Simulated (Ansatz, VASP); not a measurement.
## BP in VASP and in Ansatz

```
B P
1.0
     0.00000    2.26900    2.26900
     2.26900    0.00000    2.26900
     2.26900    2.26900    0.00000
B P
1 1
Direct
  0.00000 0.00000 0.00000
  0.75000 0.75000 0.75000
```

Alike in both runs: task single point; functional PBE; k mesh 6 × 6 × 6; occupations fermi-dirac, width 0.08 eV; no spin polarisation.

```csv
,VASP,Ansatz
version,VASP 6.6.1,Ansatz 0.2.0
potentials or method,"VASP PAW PBE potentials, release 64 (B, P), cutoff 520 eV","all-electron LAPW, scalar-relativistic"
```

|  | VASP | Ansatz | Ansatz less VASP |
| --- | --- | --- | --- |
| pressure (GPa) | 1.0 | 1.2 | +0.19 |

Ansatz ran all-electron here, and VASP with PAW potentials.
